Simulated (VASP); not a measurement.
# KNb3O (Pm-3m) in VASP: further runs

Runs on KNb3O. Level: PBE. Tasks: relaxation of cell and atoms, single point.

All numbers are computed with VASP 6.6.1; they aren't measurements. Logs are shortened: lines on timing, memory, paths and dates and some standing lists are left out, and cuts for length are marked.

## Step 1: The cell of the first run

The structure is cubic, space group Pm-3m (No. 221). The conventional cell has a = 4.319 Å, b = 4.319 Å, c = 4.319 Å, α = 90.00°, β = 90.00°, γ = 90.00°. K (site symmetry m-3m) has 12 Nb at 3.05 Å and 8 O at 3.74 Å within 4.0 Å. Within 2.9 Å of Nb (site symmetry 4/mmm) lie 2 O at 2.16 Å. Within 2.9 Å of O (site symmetry m-3m) lie 6 Nb at 2.16 Å.

The cell was built from a structure type or drawn by symmetry, and may not be a known phase.

## Step 2: Relaxation of cell and atoms, PBE

Input file INCAR:

```
ALGO = Normal
EDIFF = 1E-6
EDIFFG = -0.04
ENCUT = 600
GGA = PE
IBRION = 2
ISIF = 3
ISMEAR = 0
LASPH = True
LCHARG = False
LREAL = False
LWAVE = False
NELM = 100
NSW = 90
PREC = Accurate
SIGMA = 0.1
```

Input file KPOINTS:

```
k-points
0
Gamma
  4 4 4
```

Input file POSCAR:

```
KNb3O
1.0
    4.3193475300      0.0000000000      0.0000000000
    0.0000000000      4.3193475300      0.0000000000
    0.0000000000      0.0000000000      4.3193475300
K Nb O
1 3 1
Direct
    0.0000000000      0.0000000000      0.0000000000
    0.5000000000      0.5000000000      0.0000000000
    0.5000000000      0.0000000000      0.5000000000
    0.0000000000      0.5000000000      0.5000000000
    0.5000000000      0.5000000000      0.5000000000
```

Potentials or basis: VASP PAW PBE potentials, release 64 (K_sv, Nb_sv, O).

Launch:

```console
cat potpaw_PBE.64/K_sv/POTCAR potpaw_PBE.64/Nb_sv/POTCAR potpaw_PBE.64/O/POTCAR > POTCAR
mpirun -np 1 vasp_std > vasp.out
```

OUTCAR:

```text
EDIFF = 1E-6
   EDIFFG = -0.04
   ENCUT = 600
   GGA = PE
   IBRION = 2
   ISIF = 3
   ISMEAR = 0
   LASPH = True
   LREAL = False
   NELM = 100
   NSW = 90
   PREC = Accurate

 ion  position               nearest neighbor table
   1  0.000  0.000  0.000-   2 3.05   3 3.05   4 3.05   3 3.05   4 3.05   2 3.05   4 3.05   4 3.05
                             2 3.05   3 3.05   3 3.05   2 3.05
   2  0.500  0.500  0.000-   5 2.16   5 2.16   1 3.05   1 3.05   1 3.05   1 3.05
   3  0.500  0.000  0.500-   5 2.16   5 2.16   1 3.05   1 3.05   1 3.05   1 3.05
   4  0.000  0.500  0.500-   5 2.16   5 2.16   1 3.05   1 3.05   1 3.05   1 3.05
   5  0.500  0.500  0.500-   2 2.16   3 2.16   4 2.16   2 2.16   3 2.16   4 2.16

  LATTYP: Found a simple cubic cell.
 ALAT       =     4.3193475300

  Lattice vectors:

 A1 = (   4.3193475300,   0.0000000000,   0.0000000000)
 A2 = (   0.0000000000,   4.3193475300,   0.0000000000)
 A3 = (   0.0000000000,   0.0000000000,   4.3193475300)

Analysis of symmetry for initial positions (statically):
=====================================================================
 Subroutine PRICEL returns:
 Original cell was already a primitive cell.

 Routine SETGRP: Setting up the symmetry group for a
 simple cubic supercell.

 Subroutine GETGRP returns: Found 48 space group operations
 (whereof 48 operations were pure point group operations)
 out of a pool of 48 trial point group operations.

The static configuration has the point symmetry O_h .

Analysis of symmetry for dynamics (positions and initial velocities):
=====================================================================
 Subroutine PRICEL returns:
 Original cell was already a primitive cell.

 Routine SETGRP: Setting up the symmetry group for a
 simple cubic supercell.

 Subroutine GETGRP returns: Found 48 space group operations
 (whereof 48 operations were pure point group operations)
 out of a pool of 48 trial point group operations.

The dynamic configuration has the point symmetry O_h .

 Subroutine INISYM returns: Found 48 space group operations
 (whereof 48 operations are pure point group operations),
 and found     1 'primitive' translations

----------------------------------------------------------------------------------------

                                     Primitive cell

  volume of cell :      80.5850

  direct lattice vectors                    reciprocal lattice vectors
     4.319347530  0.000000000  0.000000000     0.231516449  0.000000000  0.000000000
[... 69 lines left out ...]
   ISTART =      0    job   : 0-new  1-cont  2-samecut
   ICHARG =      2    charge: 1-file 2-atom 10-const
   ISPIN  =      1    spin polarized calculation?
   LNONCOLLINEAR =      F non collinear calculations
   LSORBIT =      F    spin-orbit coupling
   LASPH  =      T    aspherical Exc in radial PAW
   ENCUT  =  600.0 eV  44.10 Ry    6.64 a.u.   8.63  8.63  8.63*2*pi/ulx,y,z
   NELM   =    100;   NELMIN=  2; NELMDL= -5     # of ELM steps
   EDIFF  = 0.1E-05   stopping-criterion for ELM
   LREAL  =      F    real-space projection
   EDIFFG = -.4E-01   stopping-criterion for IOM
   NSW    =     90    number of steps for IOM
   IBRION =      2    ionic relax: 0-MD 1-quasi-New 2-CG
   NFREE  =      1    steps in history (QN), initial steepest desc. (CG)
   ISIF   =      3    stress and relaxation
   ISYM   =      2    0-nonsym 1-usesym 2-fastsym
   POTIM  = 0.5000    time-step for ionic-motion
   TEBEG  =    0.0;   TEEND  =   0.0 temperature during run
   PSTRESS=    0.0 pullay stress
   NELECT =      54.0000    total number of electrons
   NUPDOWN=      -1.0000    fix difference up-down
   EMIN   =  10.00;   EMAX   =-10.00  energy-range for DOS
   EFERMI =   0.00;   METHOD = LEGACY
   ISMEAR =     0;   SIGMA  =   0.10  broadening in eV -4-tet -1-fermi 0-gaus
   EFERMI_NEDOS =   21; number of points for ismear=-14 and -15
   IALGO  =     38    algorithm
   IMIX   =      4    mixing-type and parameters
     AMIX     =   0.40;   BMIX     =  1.00
     AMIX_MAG =   1.60;   BMIX_MAG =  1.00
  volume/ion in A,a.u.               =      16.12       108.76
  Fermi-wavevector in a.u.,A,eV,Ry     =   1.432588  2.707199 27.923346  2.052308
  Thomas-Fermi vector in A             =   2.552199
   LORBIT       =      0    0 simple, 1 ext, 2 COOP (PROOUT), +10 PAW based schemes
   GGA     = PE    functional components
   LHFCALC =     F    Hartree Fock is set to
   AEXX    =    0.0000 exact exchange contribution
   IVDW    =     0    specifies the selected vdW correction
   LEPSILON=     F    determine dielectric tensor
   LRPA    =     F    only Hartree local field effects (RPA)
 conjugate gradient relaxation of ions
 non-spin polarized calculation
 Gauss-broadening in eV      SIGMA  =   0.10
  energy-cutoff  :      600.00
  volume of cell :       80.59
 maximum number of plane-waves:      2730
 NGX is ok and might be reduce to    36
   NGX = 17   NGY = 17   NGZ = 17

--------------------------------------- Ionic step        1  -------------------------------------------

 number of electron      53.9999999 magnetization

 Free energy of the ion-electron system (eV)
  ---------------------------------------------------
  ext. energy  EPLUGINS =         0.00000000
  ---------------------------------------------------
  free energy    TOTEN  =       -34.84583856 eV

  energy without entropy =      -34.82406310  energy(sigma->0) =      -34.83495083

------------------------ aborting loop because EDIFF is reached ----------------------------------------

  FORCE on cell =-STRESS in cart. coord.  units (eV):
  Direction    XX          YY          ZZ          XY          YZ          ZX
  --------------------------------------------------------------------------------------
  -------------------------------------------------------------------------------------
  Total        5.3048224      5.3048224      5.3048224     -0.0000000     -0.0000000      0.0000000
  in kB      105.4695245    105.4695245    105.4695245     -0.0000000     -0.0000000      0.0000000
  external PRESSURE =     105.4695245 kB  Pullay stress =       0.0000000 kB
[... 65 lines left out ...]
--------------------------------------- Ionic step        3  -------------------------------------------

 number of electron      53.9999995 magnetization

 Free energy of the ion-electron system (eV)
  ---------------------------------------------------
  ext. energy  EPLUGINS =         0.00000000
  ---------------------------------------------------
  free energy    TOTEN  =       -35.04104306 eV

  energy without entropy =      -35.01518288  energy(sigma->0) =      -35.02811297

 E-fermi :   8.5609     XC(G=0): -11.5080

 val. band max:        8.5266851876   @ k =   0.2500   0.2500   0.2500
 cond. band min:       8.6183139179   @ k =   0.2500   0.2500   0.0000
 fundamental gap:      0.0916287304
 Fermi energy:         8.5608592102

 k-point     1 :       0.0000    0.0000    0.0000
  band No.  band energies     occupation
      1     -46.6785      2.00000
      2     -46.5636      2.00000
      3     -46.5636      2.00000
      4     -23.0496      2.00000
      5     -23.0496      2.00000
      6     -23.0496      2.00000
[... 371 lines left out ...]
  FREE ENERGIE OF THE ION-ELECTRON SYSTEM (eV)
  ---------------------------------------------------
  free  energy   TOTEN  =       -35.0410430583 eV

  energy  without entropy=      -35.0151828803  energy(sigma->0) =      -35.02811297

 reached required accuracy - stopping structural energy minimisation
```

CONTCAR:

```text
KNb3O
   1.00000000000000
     4.4308087741178817   -0.0000000000000000    0.0000000000000000
    -0.0000000000000000    4.4308087741178817    0.0000000000000000
    -0.0000000000000000   -0.0000000000000000    4.4308087741178817
  K               Nb              O
     1     3     1
Direct
     0.0000000000000000    0.0000000000000000    0.0000000000000000
     0.5000000000000000    0.5000000000000000    0.0000000000000000
     0.5000000000000000    0.0000000000000000    0.5000000000000000
     0.0000000000000000    0.5000000000000000    0.5000000000000000
     0.5000000000000000    0.5000000000000000    0.5000000000000000

  0.00000000E+00  0.00000000E+00  0.00000000E+00
  0.00000000E+00  0.00000000E+00  0.00000000E+00
  0.00000000E+00  0.00000000E+00  0.00000000E+00
  0.00000000E+00  0.00000000E+00  0.00000000E+00
  0.00000000E+00  0.00000000E+00  0.00000000E+00
```

Run time: 3.4 min. Hardware: 1 thread of Intel Xeon 8259CL, shared host; peak memory 0.23 GiB.

What came out:

```yaml
Free_energy: -35.0410 eV
Relaxed_volume: 17.40 Å³/atom
Relaxed_cell: a = 4.431 Å, b = 4.431 Å, c = 4.431 Å, α = 90.00°, β = 90.00°, γ = 90.00°
Space_group_after_relaxing_to_0.1_Å: Pm-3m (No. 221)
Energy_gained_by_relaxing: 39.0 meV/atom
Ionic_steps: 3
Pressure_after_relaxing: 0.0 GPa
Band_gap_on_the_k_mesh: zero (bands 27 and 28 overlap by 1.18 eV)
```

Step by step:
```csv
step,energy change (eV),largest force (eV/Å),pressure (GPa),volume (Å³)
1,0.0000,0.0000,10.55,80.59
2,-0.0300,0.0000,-7.35,93.60
3,-0.1952,0.0000,-0.05,86.99
```

Final structure:
```yaml
crystal:
  lattice:
    - [4.43081, 0.00000, 0.00000]
    - [0.00000, 4.43081, 0.00000]
    - [0.00000, 0.00000, 4.43081]
  atoms:
    - { symbol: K, position: [0.00000, 0.00000, 0.00000] }
    - { symbol: Nb, position: [0.50000, 0.50000, 0.00000] }
    - { symbol: Nb, position: [0.50000, 0.00000, 0.50000] }
    - { symbol: Nb, position: [0.00000, 0.50000, 0.50000] }
    - { symbol: O, position: [0.50000, 0.50000, 0.50000] }
```

Caveat: the k points lie up to 0.35 Å⁻¹ apart in the final cell, too coarse for converged energies and pressures of a metal.

(Part 1 of 2 ends here.)
